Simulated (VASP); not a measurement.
**Hg3P2: single point with PBE**

The system is Hg3P2.

```
Hg P
1.0
     4.45734    0.00000    0.00000
     0.00000    5.48337    0.00000
     0.00000    0.00000    6.61032
Hg P
3 2
Cartesian
  0.0000 0.0000 3.3052
  2.2287 0.0000 0.0000
  0.0000 0.0000 0.0000
  2.2287 2.7417 3.3052
  2.2287 0.0000 3.3052
```

The cell was generated, and may not be a known phase.

| Item | Value |
| --- | --- |
| Program | VASP 6.6.1 |
| Task | single point |
| Functional | PBE |
| Potentials or basis | VASP PAW PBE potentials, release 64 (Hg, P) |
| Cutoff | 520 eV |
| k mesh | 4 × 4 × 4 |
| Occupations | gaussian, width 0.1 eV |
| Spin | no spin polarisation |

The pressure is 17.6 GPa and the band gap on the k mesh is zero (bands 23 and 24 overlap by 0.49 eV).

Stress tensor (GPa, compression positive):
```
59.78  0.00  0.00
 0.00 -7.75  0.00
 0.00  0.00  0.88
```

Levels at points of the mesh, in eV from the Fermi level:
| k point | band 19 | band 20 | band 21 | band 22 | band 23 | band 24 | band 25 | band 26 | band 27 | band 28 |
| --- | --- | --- | --- | --- | --- | --- | --- | --- | --- | --- |
| (0.00, 0.00, 0.00) | -4.34 | -3.31 | -3.30 | -0.13 | 0.26 | 0.52 | 1.72 | 2.58 | 2.75 | 4.79 |
| (0.50, 0.00, 0.00) | -4.00 | -3.12 | -3.05 | -1.56 | -0.14 | 0.80 | 1.05 | 2.17 | 4.94 | 5.28 |
| (0.00, 0.50, 0.00) | -3.13 | -2.99 | -0.76 | -0.57 | -0.45 | 0.10 | 0.53 | 0.90 | 2.67 | 2.89 |
| (0.50, 0.50, 0.00) | -3.90 | -2.96 | -1.75 | -0.92 | -0.40 | 0.09 | 0.51 | 1.26 | 3.23 | 3.27 |
| (0.00, 0.00, 0.50) | -4.27 | -3.25 | -1.34 | -0.61 | 0.40 | 0.53 | 1.49 | 2.08 | 2.39 | 4.77 |
| (0.50, 0.00, 0.50) | -4.54 | -4.42 | -3.02 | -0.44 | -0.15 | 1.20 | 2.44 | 3.84 | 4.01 | 4.06 |
| (0.00, 0.50, 0.50) | -3.06 | -1.14 | -0.86 | -0.85 | -0.65 | 0.10 | 0.78 | 1.50 | 2.28 | 2.51 |
| (0.50, 0.50, 0.50) | -4.43 | -4.27 | -1.69 | -0.62 | 0.08 | 0.54 | 0.60 | 2.93 | 4.03 | 4.15 |

Run time: 53 s on 1 thread of Intel(R) Xeon(R) 6975P-C (Granite Rapids) (shared host), peak memory 0.31 GiB.

Caveat: the stress differs along the axes, from -8 to 60 GPa; spin-orbit coupling is left out, which moves the levels of the heavy elements.
